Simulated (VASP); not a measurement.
Input of a VASP 6.6.1 run:

The input INCAR:

```
PREC     = Accurate       # precision mode
ENCUT    = 910            # plane-wave cutoff, eV
EDIFF    = 1E-6           # SCF threshold, eV
ISMEAR   = 0              # smearing method
SIGMA    = 0.01           # smearing width, eV
LREAL    = False          # projectors in reciprocal space
LASPH    = True           # aspherical terms in the spheres
NELM     = 120            # most SCF steps
ALGO     = Normal         # electronic algorithm
ISIF     = 2              # what is computed and relaxed
LWAVE    = False          # write WAVECAR
LCHARG   = False          # write CHGCAR
GGA      = PS             # functional
NBANDS   = 26             # bands
GGA_COMPAT= False
```

KPOINTS

```
regular mesh
0
Gamma
  8 8 4
```

Contents of POSCAR:

```
ZnO
1.0
    3.2138589856      0.0000000000      0.0000000000
   -1.6069294928      2.7832835257      0.0000000000
    0.0000000000      0.0000000000      5.2401842151
Zn O
2 2
Direct
    0.3333333333      0.6666666667      0.5013163500
    0.6666666667      0.3333333333      0.0013163500
    0.6666666667      0.3333333333      0.3776936500
    0.3333333333      0.6666666667      0.8776936500
```

Potentials or basis: VASP PAW PBE potentials, release 64 (Zn, O_h).

Launch:

```bash
$ cat potpaw_PBE.64/Zn/POTCAR potpaw_PBE.64/O_h/POTCAR > POTCAR
$ mpirun -np 1 vasp_std > vasp.out
```

Problem. Predict the band gap on the k mesh.

Solution. 0.68 eV, direct.

Problem. What does it give for the pressure?

Solution. 1.4 GPa.

Problem. What does it give for the largest force?

Solution. 0.004 eV/Å.

Stress tensor (GPa, compression positive):
```
1.75 0.00 0.00
0.00 1.75 0.00
0.00 0.00 0.66
```

Caveat: the cell differs from its parent crystal (in-plane strain -0.005, then relaxed in part); the cutoff is under 1.25 times the usual one of these potentials, so pressure, stress and relaxed cells hold a basis-set (Pulay) error; the PAW data sets were made with another functional, which shifts forces and pressure a little.
